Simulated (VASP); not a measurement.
Set up this calculation in VASP 6.6.1, as the native input.

```yaml
Task: single point
Functional: BLYP
Potentials_or_basis: VASP PAW PBE potentials, release 64 (N)
Cutoff: 600 eV
k_mesh: 12 × 12 × 11
Occupations: fermi-dirac, width 0.025 eV
Spin: collinear spin, ferrimagnetic start
Starting_moments: "[0.5, -0.25] μB"
Dipole_correction: no
Further_INCAR_settings: ALGO = Normal; EDIFF = 1e-06; NBANDS = 16
```

The structure of N lies in POSCAR:

```
N
1.0
    2.5194737886      0.0000000000      0.0000000000
   -1.2597368943      2.1819283051      0.0000000000
    0.0000000000      0.0000000000      2.4460020000
N
2
Direct
    0.3333333333      0.6666666667      0.7500000000
    0.6666666667      0.3333333333      0.2500000000
```

One way to write it, as run:

INCAR

```
SYSTEM = N
PREC = Accurate
ENCUT = 600
EDIFF = 1E-6
ISMEAR = -1
SIGMA = 0.025
LREAL = .FALSE.
LASPH = .TRUE.
NELM = 200
ALGO = Normal
ISIF = 2
LWAVE = .FALSE.
LCHARG = .FALSE.
ISPIN = 2
MAGMOM = 0.5 -0.25
LORBIT = 11
GGA = B5
ALDAX = 1.0
AGGAX = 1.0
AGGAC = 1.0
ALDAC = 0.0
NBANDS = 16
GGA_COMPAT = .FALSE.
```

KPOINTS

```
regular mesh
0
G
  12 12 11
  0 0 0
```

Potentials or basis: VASP PAW PBE potentials, release 64 (N).

The run is started by

```sh
$ cat potpaw_PBE.64/N/POTCAR > POTCAR
$ mpirun -np 1 vasp_std > vasp.out
```

It gave:

The pressure is 24.9 GPa and the band gap on the k mesh is zero (filled and empty bands overlap). The net moment is 0.00 μB per cell and the valence electrons inside the program's atomic spheres are N 3.40.

Caveat: the PAW data sets were made with another functional, which shifts forces and pressure a little.

It took 31 s on 1 thread of AMD EPYC 9R45 96-Core Processor (Zen 5), on a shared host, peak memory 0.12 GiB.
